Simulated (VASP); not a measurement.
Pr: single point with PBE

Crystal: Pr.

```
CELL_PARAMETERS angstrom
-2.22335 2.22335 1.91077
2.22335 -2.22335 1.91077
2.22335 2.22335 -1.91077
ATOMIC_POSITIONS crystal
Pr 0.00000 0.00000 0.00000
```

```
Program                : VASP 6.6.1
Task                   : single point
Functional             : PBE
Potentials or basis    : VASP PAW PBE potentials, release 64 (Pr)
Cutoff                 : 520 eV
k mesh                 : 9 × 9 × 9
Occupations            : fermi-dirac, width 0.05 eV
Spin                   : collinear spin, ferromagnetic start
Starting moments       : [2.0] μB
Dipole correction      : no
Further INCAR settings : ALGO = Normal; EDIFF = 1e-07; NBANDS = 16
```

- Pressure: -1.8 GPa
- Net moment: 2.90 μB per cell
- Site moments: Pr +2.30 μB
- Valence electrons inside the program's atomic spheres: Pr 10.01

Stress tensor (GPa, compression positive):
```
-2.44  0.00  0.00
 0.00 -2.44  0.00
 0.00  0.00 -0.49
```

Levels at points of the mesh, in eV from the Fermi level:
Spin up:
| k point | band 5 | band 6 | band 7 | band 8 | band 9 | band 10 | band 11 | band 12 |
| --- | --- | --- | --- | --- | --- | --- | --- | --- |
| (0.00, 0.00, 0.00) | -3.85 | -0.42 | -0.42 | -0.29 | 0.60 | 0.62 | 0.62 | 0.74 |
Spin down:
| k point | band 3 | band 4 | band 5 | band 6 | band 7 | band 8 |
| --- | --- | --- | --- | --- | --- | --- |
| (0.00, 0.00, 0.00) | -16.73 | -16.66 | -3.16 | 1.35 | 1.69 | 1.69 |

It took 2.9 min on 1 thread of AMD EPYC 7R13 Processor (Zen 3) (shared host), peak memory 0.2 GiB.

Caveat: the magnetic or orbital state may not be the lowest; spin-orbit coupling is left out, which moves the levels of the heavy elements; semilocal functionals describe open f shells poorly, which spoils levels, moments and volumes. The state reached can hang on the start; a lower one may exist.
